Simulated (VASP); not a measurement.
# Ti (P1) in VASP: further runs

Ti is run at these levels: LDA; tasks: single point.

Everything below comes from runs of VASP 6.6.1. Logs are shortened: lines on timing, memory, paths and dates and some standing lists are left out, and cuts for length are marked.

## 1. The cell of the first run

The typed cell holds 4 atoms: a = 5.742 Å, b = 5.742 Å, c = 2.871 Å, α = 60.00°, β = 60.00°, γ = 60.00°.

## 2. Single point, LDA

INCAR reads:

```
ALGO = Normal
EDIFF = 1E-7
ENCUT = 520
ISIF = 2
ISMEAR = -1
LASPH = True
LCHARG = False
LREAL = False
LWAVE = False
NBANDS = 32
NELM = 100
PREC = Accurate
SIGMA = 0.08
```

KPOINTS reads:

```
k-points
0
Gamma
  4 4 8
```

POSCAR reads:

```
Ti
1.0
    0.0000000000      4.0600000000      4.0600000000
    4.0600000000      0.0000000000      4.0600000000
    2.0300000000      2.0300000000      0.0000000000
Ti
4
Direct
   -0.0220545567      0.0178572660      0.0199731527
    0.0089710591      0.4816668719      0.0310357143
    0.4986681034     -0.0030486453     -0.0073815271
    0.5144153941      0.5035245074     -0.0436273399
```

Potentials or basis: VASP PAW LDA potentials, release 64 (Ti_sv).

Command:

```console
> cat potpaw_LDA.64/Ti_sv/POTCAR > POTCAR
> mpirun -np 1 vasp_std > vasp.out
```

OUTCAR:

```text
EDIFF = 1E-7
   ENCUT = 520
   ISIF = 2
   ISMEAR = -1
   LASPH = True
   LREAL = False
   NELM = 100
   PREC = Accurate

 ion  position               nearest neighbor table
   1  0.978  0.018  0.020-   4 2.73   2 2.76   2 2.77   3 2.77   3 2.85   3 2.89
   2  0.009  0.482  0.031-   4 2.75   1 2.76   1 2.77   3 2.80   4 2.86   4 2.89
   3  0.499  0.997  0.993-   1 2.77   2 2.80   4 2.80   4 2.84   1 2.85   1 2.89   4 2.90
   4  0.514  0.504  0.956-   1 2.73   2 2.75   3 2.80   3 2.84   2 2.86   2 2.89   3 2.90

  LATTYP: Found a base centered orthorhombic cell.
 ALAT       =     5.7417070632
 B/A-ratio  =     1.4142135624
 C/A-ratio  =     0.5000000000

  Lattice vectors:

 A1 = (  -2.0300000000,   2.0300000000,  -4.0600000000)
 A2 = (  -2.0300000000,   2.0300000000,   4.0600000000)
 A3 = (   2.0300000000,   2.0300000000,   0.0000000000)

Analysis of symmetry for initial positions (statically):
=====================================================================
 Subroutine PRICEL returns:
 Original cell was already a primitive cell.

 Routine SETGRP: Setting up the symmetry group for a
 base centered orthorhombic supercell.

 Subroutine GETGRP returns: Found  1 space group operations
 (whereof  1 operations were pure point group operations)
 out of a pool of  8 trial point group operations.

The static configuration has the point symmetry C_1 .

Analysis of symmetry for dynamics (positions and initial velocities):
=====================================================================
 Subroutine PRICEL returns:
 Original cell was already a primitive cell.

 Routine SETGRP: Setting up the symmetry group for a
 base centered orthorhombic supercell.

 Subroutine GETGRP returns: Found  1 space group operations
 (whereof  1 operations were pure point group operations)
 out of a pool of  8 trial point group operations.

The dynamic configuration has the point symmetry C_1 .

 Subroutine INISYM returns: Found  1 space group operations
 (whereof  1 operations are pure point group operations),
 and found     1 'primitive' translations

----------------------------------------------------------------------------------------

                                     Primitive cell

  volume of cell :      66.9234

  direct lattice vectors                    reciprocal lattice vectors
     0.000000000  4.060000000  4.060000000    -0.123152709  0.123152709  0.123152709
     4.060000000  0.000000000  4.060000000     0.123152709 -0.123152709  0.123152709
     2.030000000  2.030000000  0.000000000     0.246305419  0.246305419 -0.246305419

  length of vectors
     5.741707063  5.741707063  2.870853532     0.213306750  0.213306750  0.426613499

  position of ions in fractional coordinates (direct lattice)
     0.977945443  0.017857266  0.019973153
     0.008971059  0.481666872  0.031035714
     0.498668103  0.996951355  0.992618473
     0.514415394  0.503524507  0.956372660

  ion indices of the primitive-cell ions
   primitive index   ion index
                 1           1
                 2           2
                 3           3
                 4           4

----------------------------------------------------------------------------------------

 KPOINTS: k-points

Automatic generation of k-mesh.
 Grid dimensions read from file:
 generate k-points for:    4    4    8

 Generating k-lattice:

  Cartesian coordinates                     Fractional coordinates (reciprocal lattice)
    -0.030788177  0.030788177  0.030788177     0.250000000  0.000000000  0.000000000
     0.030788177 -0.030788177  0.030788177     0.000000000  0.250000000  0.000000000
     0.030788177  0.030788177 -0.030788177     0.000000000  0.000000000  0.125000000

  Length of vectors
     0.053326687  0.053326687  0.053326687

  Shift w.r.t. Gamma in fractional coordinates (k-lattice)
     0.000000000  0.000000000  0.000000000

 Subroutine IBZKPT returns following result:
 ===========================================

 Found     68 irreducible k-points:

 Following reciprocal coordinates:
            Coordinates               Weight
  0.000000  0.000000  0.000000      1.000000
  0.250000  0.000000  0.000000      2.000000
  0.000000 -0.250000  0.000000      2.000000
  0.500000  0.000000  0.000000      1.000000
  0.000000  0.500000  0.000000      1.000000
  0.250000  0.250000  0.000000      2.000000
[... 16 lines left out ...]
  0.500000  0.500000  0.125000      2.000000
 -0.250000 -0.250000  0.125000      2.000000
 [... further k-points ...]
   k-points           NKPTS =     68   k-points in BZ     NKDIM =     68   number of bands    NBANDS=     32
   number of dos      NEDOS =    301   number of ions     NIONS =      4
   total plane-waves  NPLWV =  55296
   dimension x,y,z NGX =    48 NGY =   48 NGZ =   24
   dimension x,y,z NGXF=    96 NGYF=   96 NGZF=   48
   ions per type =               4
   NGX,Y,Z   is equivalent  to a cutoff of  13.90, 13.90, 13.90 a.u.
   NGXF,Y,Z  is equivalent  to a cutoff of  27.80, 27.80, 27.80 a.u.
 SYSTEM =  unknown system
   PREC   = accura    normal or accurate (medium, high low for compatibility)
   ISTART =      0    job   : 0-new  1-cont  2-samecut
   ICHARG =      2    charge: 1-file 2-atom 10-const
   ISPIN  =      1    spin polarized calculation?
   LNONCOLLINEAR =      F non collinear calculations
   LSORBIT =      F    spin-orbit coupling
   LASPH  =      T    aspherical Exc in radial PAW
   ENCUT  =  520.0 eV  38.22 Ry    6.18 a.u.  10.68 10.68  5.34*2*pi/ulx,y,z
   NELM   =    100;   NELMIN=  2; NELMDL= -5     # of ELM steps
   EDIFF  = 0.1E-06   stopping-criterion for ELM
   LREAL  =      F    real-space projection
   EDIFFG = 0.1E-05   stopping-criterion for IOM
   NSW    =      0    number of steps for IOM
   IBRION =     -1    ionic relax: 0-MD 1-quasi-New 2-CG
   NFREE  =      0    steps in history (QN), initial steepest desc. (CG)
   ISIF   =      2    stress and relaxation
   ISYM   =      2    0-nonsym 1-usesym 2-fastsym
   POTIM  = 0.5000    time-step for ionic-motion
   TEBEG  =    0.0;   TEEND  =   0.0 temperature during run
   PSTRESS=    0.0 pullay stress
   NELECT =      48.0000    total number of electrons
   NUPDOWN=      -1.0000    fix difference up-down
   EMIN   =  10.00;   EMAX   =-10.00  energy-range for DOS
   EFERMI =   0.00;   METHOD = LEGACY
   ISMEAR =    -1;   SIGMA  =   0.08  broadening in eV -4-tet -1-fermi 0-gaus
   EFERMI_NEDOS =   21; number of points for ismear=-14 and -15
   IALGO  =     38    algorithm
   IMIX   =      4    mixing-type and parameters
     AMIX     =   0.40;   BMIX     =  1.00
     AMIX_MAG =   1.60;   BMIX_MAG =  1.00
  volume/ion in A,a.u.               =      16.73       112.91
  Fermi-wavevector in a.u.,A,eV,Ry     =   1.465421  2.769245 29.217967  2.147460
  Thomas-Fermi vector in A             =   2.581280
   LORBIT       =      0    0 simple, 1 ext, 2 COOP (PROOUT), +10 PAW based schemes
   GGA     = CA    functional components
   LHFCALC =     F    Hartree Fock is set to
   AEXX    =    0.0000 exact exchange contribution
   IVDW    =     0    specifies the selected vdW correction
   LEPSILON=     F    determine dielectric tensor
   LRPA    =     F    only Hartree local field effects (RPA)
 non-spin polarized calculation
  energy-cutoff  :      520.00
  volume of cell :       66.92
 maximum number of plane-waves:      1831
 NGX is ok and might be reduce to    48
   NGX = 21   NGY = 21   NGZ = 11

 number of electron      48.0000000 magnetization

 Free energy of the ion-electron system (eV)
  ---------------------------------------------------
  ext. energy  EPLUGINS =         0.00000000
  ---------------------------------------------------
  free energy    TOTEN  =       -33.93616640 eV

  energy without entropy =      -33.78726109  energy(sigma->0) =      -33.86171375

 E-fermi :   8.3896     XC(G=0): -11.9568

 val. band max:        8.3699333844   @ k =  -0.2500   0.0000   0.3750
 cond. band min:       8.3930166595   @ k =   0.5000   0.5000   0.1250
 fundamental gap:      0.0230832751
 Fermi energy:         8.3895673459

 k-point     1 :       0.0000    0.0000    0.0000
  band No.  band energies     occupation
      1     -47.5763      2.00000
      2     -47.4221      2.00000
      3     -47.4105      2.00000
      4     -47.3678      2.00000
      5     -24.5531      2.00000
      6     -24.5410      2.00000
[... 24 lines left out ...]
     31      10.8384      0.00000
     32      10.9487      0.00000

 k-point     2 :       0.2500    0.0000    0.0000
  band No.  band energies     occupation
      1     -47.5548      2.00000
      2     -47.4419      2.00000
      3     -47.4076      2.00000
      4     -47.3731      2.00000
      5     -24.5033      2.00000
      6     -24.4480      2.00000
[... 24 lines left out ...]
     31      10.0509      0.00000
     32      10.8142      0.00000

 k-point     3 :       0.0000   -0.2500    0.0000
  band No.  band energies     occupation
      1     -47.5553      2.00000
      2     -47.4431      2.00000
      3     -47.4055      2.00000
      4     -47.3736      2.00000
      5     -24.5034      2.00000
      6     -24.4490      2.00000
[... 24 lines left out ...]
     31      10.0644      0.00000
     32      10.8056      0.00000

 k-point     4 :       0.5000    0.0000    0.0000
  band No.  band energies     occupation
      1     -47.5136      2.00000
      2     -47.4843      2.00000
      3     -47.3970      2.00000
      4     -47.3833      2.00000
      5     -24.4301      2.00000
      6     -24.3979      2.00000
[... 24 lines left out ...]
     31      10.3095      0.00000
     32      10.5680      0.00000

 k-point     5 :       0.0000    0.5000    0.0000
  band No.  band energies     occupation
      1     -47.5167      2.00000
      2     -47.4822      2.00000
      3     -47.3954      2.00000
      4     -47.3837      2.00000
      5     -24.4264      2.00000
      6     -24.4084      2.00000
[... 584 lines left out ...]
     31       9.9702      0.00000
     32      10.3890      0.00000

 k-point    22 :      -0.2500    0.5000   -0.1250
  band No.  band energies     occupation
      1     -47.5241      2.00000
      2     -47.4459      2.00000
      3     -47.3939      2.00000
      4     -47.3849      2.00000
      5     -24.4447      2.00000
      6     -24.3882      2.00000
[... 24 lines left out ...]
     31      10.0132      0.00000
     32      10.4290      0.00000

 k-point    23 :       0.5000    0.5000    0.1250
  band No.  band energies     occupation
      1     -47.5066      2.00000
      2     -47.4326      2.00000
      3     -47.4182      2.00000
      4     -47.3918      2.00000
      5     -24.3938      2.00000
      6     -24.3706      2.00000
[... 24 lines left out ...]
     31      10.2231      0.00000
     32      10.4975      0.00000

 k-point    24 :      -0.2500   -0.2500    0.1250
  band No.  band energies     occupation
      1     -47.5056      2.00000
      2     -47.4356      2.00000
      3     -47.4172      2.00000
      4     -47.3908      2.00000
      5     -24.3947      2.00000
      6     -24.3684      2.00000
[... 24 lines left out ...]
     31      10.1881      0.00000
     32      10.4190      0.00000

 [... further k-points ...]
[... 5 lines left out ...]
  --------------------------------------------------------------------------------------
  -------------------------------------------------------------------------------------
  Total       -1.9157855     -1.8170378     -1.7396434     -0.1084469     -0.0491971     -0.1421614
  in kB      -45.8647864    -43.5007200    -41.6478626     -2.5962684     -1.1778021     -3.4034093
  external PRESSURE =     -43.6711230 kB  Pullay stress =       0.0000000 kB

 VOLUME and BASIS-vectors are now :
 -----------------------------------------------------------------------------
  energy-cutoff  :      520.00
  volume of cell :       66.92
      direct lattice vectors                 reciprocal lattice vectors
     0.000000000  4.060000000  4.060000000    -0.123152709  0.123152709  0.123152709
     4.060000000  0.000000000  4.060000000     0.123152709 -0.123152709  0.123152709
     2.030000000  2.030000000  0.000000000     0.246305419  0.246305419 -0.246305419

 POSITION                                       TOTAL-FORCE (eV/Angst)
 -----------------------------------------------------------------------------------
      0.11305      4.01100      4.04296        -0.400568      0.410009     -0.187407
      2.01857      0.09942      1.99199         0.108270     -0.289106      0.422767
      6.06264      4.03961      6.07221         0.101304     -0.117120      0.029462
      3.98575      4.02996      4.13284         0.190993     -0.003784     -0.264821
 -----------------------------------------------------------------------------------
    total drift:                                0.000082      0.000198     -0.000005

  FREE ENERGIE OF THE ION-ELECTRON SYSTEM (eV)
  ---------------------------------------------------
  free  energy   TOTEN  =       -33.9361664028 eV

  energy  without entropy=      -33.7872610942  energy(sigma->0) =      -33.86171375
```

It took 5.1 min on 1 thread of Intel Xeon Platinum 8259CL at 2.50GHz (Skylake/Cascade Lake), shared host; peak memory 0.24 GiB.

Results:

```
Free energy            : -33.9362 eV
Pressure               : -4.4 GPa
Largest force          : 0.603 eV/Å
Band gap on the k mesh : zero (band 24 reaches 9.09 eV, above the bottom of band 25 at 7.99 eV)
```

Forces in eV/Å, atoms in the order of the input:
```
Ti  -0.401  0.410 -0.187
Ti   0.108 -0.289  0.423
Ti   0.101 -0.117  0.029
Ti   0.191 -0.004 -0.265
```

## 3. Single point, LDA

INCAR reads:

```
  PREC = Accurate
  ENCUT = 520
  EDIFF = 1E-6
  ISMEAR = -1
  SIGMA = 0.08
  LREAL = False
  LASPH = True
  NELM = 100
  ALGO = Normal
  ISIF = 2
  LWAVE = False
  LCHARG = True
  LELF = True
  LVHAR = True
  NBANDS = 32
```

KPOINTS reads:

```
Automatic mesh
0
Gamma
  4 4 8
```

POSCAR reads:

```
Ti
1.0
    0.0000000000      4.0600000000      4.0600000000
    4.0600000000      0.0000000000      4.0600000000
    2.0300000000      2.0300000000      0.0000000000
Ti
4
Direct
   -0.0320128079      0.0250615764      0.0306418719
    0.0135032020      0.4739216749      0.0444551724
    0.4976846059     -0.0041365764     -0.0112440887
    0.5208251232      0.5051534483     -0.0638532020
```

Potentials or basis: VASP PAW LDA potentials, release 64 (Ti_sv).

Command:

```console
> cat potpaw_LDA.64/Ti_sv/POTCAR > POTCAR
> mpirun -np 1 vasp_std > vasp.out
```

Wall time 3.9 min (1 thread of Intel Xeon Platinum 8259CL at 2.50GHz (Skylake/Cascade Lake), shared host); peak memory 0.24 GiB.

Results (log left out):

```
Free energy            : -33.8595 eV
Pressure               : -3.9 GPa
Largest force          : 0.946 eV/Å
Band gap on the k mesh : zero (band 24 reaches 9.02 eV, above the bottom of band 25 at 8.01 eV)
```

Forces in eV/Å, atoms in the order of the input:
```
Ti  -0.634  0.657 -0.247
Ti   0.173 -0.455  0.627
Ti   0.159 -0.181 -0.004
Ti   0.302 -0.022 -0.376
```

Stress tensor (GPa, compression positive):
```
-4.26 -0.60 -0.68
-0.60 -3.90 -0.37
-0.68 -0.37 -3.46
```

Levels at points of the mesh, in eV from the Fermi level:
| k point | band 20 | band 21 | band 22 | band 23 | band 24 | band 25 | band 26 | band 27 | band 28 | band 29 |
| --- | --- | --- | --- | --- | --- | --- | --- | --- | --- | --- |
| (0.00, 0.00, 0.00) | -2.64 | -1.79 | 0.51 | 0.56 | 0.65 | 0.73 | 0.80 | 0.82 | 0.90 | 1.10 |
| (0.50, 0.00, 0.00) | -1.90 | -1.12 | -0.90 | -0.29 | 0.08 | 0.40 | 0.56 | 1.06 | 1.09 | 1.21 |
| (0.00, 0.50, 0.00) | -1.69 | -1.23 | -0.89 | -0.24 | 0.08 | 0.43 | 0.70 | 1.00 | 1.08 | 1.24 |
| (0.50, 0.50, 0.00) | -1.98 | -0.97 | -0.63 | -0.54 | -0.31 | -0.17 | 0.29 | 0.88 | 1.34 | 1.64 |
| (0.00, 0.00, 0.50) | -2.62 | -1.81 | -1.79 | 0.62 | 0.65 | 0.71 | 0.77 | 0.86 | 0.92 | 2.83 |
| (0.50, 0.00, 0.50) | -1.70 | -1.32 | -1.18 | -0.83 | -0.75 | 0.24 | 0.40 | 0.52 | 0.71 | 1.70 |
| (0.00, 0.50, 0.50) | -1.85 | -1.24 | -1.15 | -0.90 | -0.80 | 0.19 | 0.33 | 0.49 | 0.73 | 1.83 |
| (0.50, 0.50, 0.50) | -1.66 | -0.79 | -0.60 | -0.43 | -0.33 | -0.29 | -0.16 | -0.01 | 0.21 | 1.68 |
